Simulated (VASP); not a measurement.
CuPd (Skaergaardite), 2 atoms in the cell. It takes space group Pm-3m (No. 221, cubic). Conventional cell: a = 3.038 Å, b = 3.038 Å, c = 3.038 Å, α = 90.00°, β = 90.00°, γ = 90.00°. Cu (site symmetry m-3m) has 8 Pd at 2.63 Å and 6 Cu at 3.04 Å within 3.5 Å. Pd (site symmetry m-3m) has 8 Cu at 2.63 Å and 6 Pd at 3.04 Å within 3.5 Å.  This cell differs from its parent crystal: volume scaled by 1.06.

| Property | Result |
| --- | --- |
| Program | VASP 6.6.1 |
| Task | single point |
| Functional | r2SCAN |
| Potentials or basis | VASP PAW PBE potentials, release 64 (Cu, Pd) |
| Cutoff | 520 eV |
| k mesh | 14 × 14 × 14 |
| Occupations | gaussian, width 0.1 eV |
| Spin | no spin polarisation |
| Dipole correction | no |
| Further INCAR settings | ALGO = Normal; EDIFF = 1e-06; NBANDS = 18 |

Potentials or basis: VASP PAW PBE potentials, release 64 (Cu, Pd).

Run with:

```sh
$ cat potpaw_PBE.64/Cu/POTCAR potpaw_PBE.64/Pd/POTCAR > POTCAR
$ cp INCAR.step1 INCAR
$ mpirun -np 1 vasp_std > vasp.out
$ cp INCAR.step2 INCAR
$ mpirun -np 1 vasp_std > vasp.out
```

Hardware: 1 thread of Intel(R) Xeon(R) 6975P-C (Granite Rapids), with other jobs on the host.

Q: Estimate the wall time of this run.

A: Wall time 79 s on 1 thread of Intel(R) Xeon(R) 6975P-C (Granite Rapids), on a shared host, peak memory 0.19 GiB. Counts: k points 120.
